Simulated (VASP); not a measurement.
Write the native input for VASP 6.6.1 that does the following.

```
Task                   : single point
Functional             : PBEsol
Potentials or basis    : VASP PAW PBE potentials, release 64 (Sc_sv, B)
Cutoff                 : 520 eV
k mesh                 : 10 × 10 × 8
Occupations            : fermi-dirac, width 0.08 eV
Spin                   : no spin polarisation
Dipole correction      : no
Further INCAR settings : ALGO = Normal; EDIFF = 1e-07; NBANDS = 16
```

The structure of ScB2 lies in POSCAR:

```
ScB2
1.0
    3.1252857974      0.0000000000      0.0000000000
   -1.5626428987      2.7065768946      0.0000000000
    0.0000000000      0.0000000000      3.4868686426
Sc B
1 2
Direct
    0.0000000000      0.0000000000      0.0000000000
    0.3333333333      0.6666666667      0.5000000000
    0.6666666667      0.3333333333      0.5000000000
```

The input as run:

INCAR

```
  PREC = Accurate
  ENCUT = 520
  EDIFF = 1E-7
  ISMEAR = -1
  SIGMA = 0.08
  LREAL = False
  LASPH = True
  NELM = 100
  ALGO = Normal
  ISIF = 2
  LWAVE = False
  LCHARG = True
  GGA = PS
  LELF = True
  LVHAR = True
  NBANDS = 16
```

KPOINTS

```
Automatic mesh
0
Gamma
  10 10 8
```

Potentials or basis: VASP PAW PBE potentials, release 64 (Sc_sv, B).

Command:

```sh
$ cat potpaw_PBE.64/Sc_sv/POTCAR potpaw_PBE.64/B/POTCAR > POTCAR
$ mpirun -np 1 vasp_std > vasp.out
```

Results of the run:

The pressure is 0.5 GPa.

Caveat: the PAW data sets were made with another functional, which shifts forces and pressure a little.

Wall time 24 s on 1 thread of Intel(R) Xeon(R) Platinum 8259CL CPU @ 2.50GHz (Skylake/Cascade Lake) (shared host), peak memory 0.16 GiB.
